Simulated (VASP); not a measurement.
Here is a VASP 6.6.1 calculation.

INCAR

```
SYSTEM = Sn
PREC = Accurate
ENCUT = 520
EDIFF = 1E-6
ISMEAR = -1
SIGMA = 0.05
LREAL = .FALSE.
LASPH = .TRUE.
NELM = 100
ALGO = Normal
ISIF = 2
LWAVE = .FALSE.
LCHARG = .FALSE.
GGA = PS
NBANDS = 21
```

File KPOINTS:

```
regular mesh
0
G
  11 11 11
  0 0 0
```

POSCAR

```
Sn
1.0
    0.0000000000      3.2456000000      3.2456000000
    3.2456000000      0.0000000000      3.2456000000
    3.2456000000      3.2456000000      0.0000000000
Sn
2
Direct
    0.5000000000      0.5000000000      0.5000000000
    0.7500000000      0.7500000000      0.7500000000
```

Potentials or basis: VASP PAW PBE potentials, release 64 (Sn_d).

Run with:

```console
$ cat potpaw_PBE.64/Sn_d/POTCAR > POTCAR
$ mpirun -np 1 vasp_std > vasp.out
```

(1) Predict the band gap on the k mesh.

(2) What does it give for the pressure?

## Answers

(1) zero (bands 14 and 15 overlap by 0.14 eV).

(2) 0.9 GPa.

Caveat: the PAW data sets were made with another functional, which shifts forces and pressure a little; spin-orbit coupling is left out, which moves the levels of the heavy elements.
